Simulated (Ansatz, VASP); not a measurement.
## Ge: VASP beside Ansatz

```
CELL_PARAMETERS angstrom
2.71102 0.00000 0.00000
0.00000 2.71102 0.00000
0.00000 0.00000 2.71095
ATOMIC_POSITIONS crystal
Ge 0.00000 0.00000 0.50000
```

Alike in both runs: functional PBE; k mesh 20 × 20 × 20; occupations gaussian, width 0.1 eV; no spin polarisation.

Ansatz relaxed the structure, and its values are those at the end. VASP's run is a single point on that final structure, the one shown.

|  | VASP | Ansatz |
| --- | --- | --- |
| version | VASP 6.6.1 | Ansatz 0.2.0 |
| potentials or method | VASP PAW PBE potentials, release 64 (Ge_d), cutoff 520 eV | scalar-relativistic, plane waves, PAW |
| valence electrons in the cell | 14 | 14 |

```csv
,VASP,Ansatz,Ansatz less VASP
gap on the k mesh at the Fermi level (eV),none,none,-
pressure (GPa),0.0,0.0,+0.05
```

A gap of «none» marks a metal or a gap that the smearing closes.
